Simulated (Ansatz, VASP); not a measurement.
## Two plane-wave programs on InSb

The input INCAR:

```
SYSTEM = InSb
ALGO = Normal
EDIFF = 1E-6
ENCUT = 500
GGA_COMPAT = .False.
ISIF = 2
ISMEAR = 0
LASPH = .True.
LCHARG = .True.
LELF = .True.
LREAL = .False.
LVHAR = .True.
LWAVE = .False.
NBANDS = 16
NELM = 120
PREC = Accurate
SIGMA = 0.15
```

The input KPOINTS:

```
k-points
0
Gamma
  22 22 22
  0 0 0
```

Contents of POSCAR:

```
InSb
1.0
   -2.6981484355      2.6981484355      1.9491515228
    2.6981484355     -2.6981484355      1.9491515228
    2.6981484355      2.6981484355     -1.9491515228
In Sb
1 1
Direct
    0.2500000000      0.7500000000      0.5000000000
    0.0000000000      0.0000000000      0.0000000000
```

Input for Ansatz:

```yaml
crystal:
  lattice:
    - [-2.6981484355, 2.6981484355, 1.9491515228]
    - [2.6981484355, -2.6981484355, 1.9491515228]
    - [2.6981484355, 2.6981484355, -1.9491515228]
  atoms:
    - { symbol: In, position: [0.25, 0.75, 0.5] }
    - { symbol: Sb, position: [0.0, 0.0, 0.0] }
basis:
  ecutwfc: 420
kpoints:
  mp_grid: { grid: [22, 22, 22] }
hamiltonian:
  xc: lda
scf:
  occupations: { method: gaussian, width: 0.15 }
output:
  forces: true
  stress: true
  eigenvalues: true
```

Alike in both runs: task single point; functional LDA; k mesh 22 × 22 × 22; occupations gaussian, width 0.15 eV; no spin polarisation.

|  | VASP | Ansatz |
| --- | --- | --- |
| version | VASP 6.6.1 | Ansatz 0.2.0 |
| potentials or method | VASP PAW LDA potentials, release 64 (In_d, Sb), cutoff 500 eV | scalar-relativistic, plane waves, PAW |
| valence electrons in the cell | 18 | 28 |

Ansatz gave:

```
gap on the k mesh at the Fermi level (eV)                     : none
pressure (GPa)                                                : -0.3
traceless stress, the component that is largest in VASP (GPa) : -1.84
```

Q: Which values does VASP return?

A: gap on the k mesh at the Fermi level (eV): none; pressure (GPa): -0.2; traceless stress, the component that is largest in VASP (GPa): -1.87.

LDA's correlation is that of Perdew and Zunger in VASP and of Perdew and Wang (1992) in Ansatz. A gap of «none» marks a metal or a gap that the smearing closes. VASP's potentials hold 18 valence electrons a cell and Ansatz's 28, so a difference there can come from the potentials and not from the codes.

Neither program's run includes spin-orbit coupling.
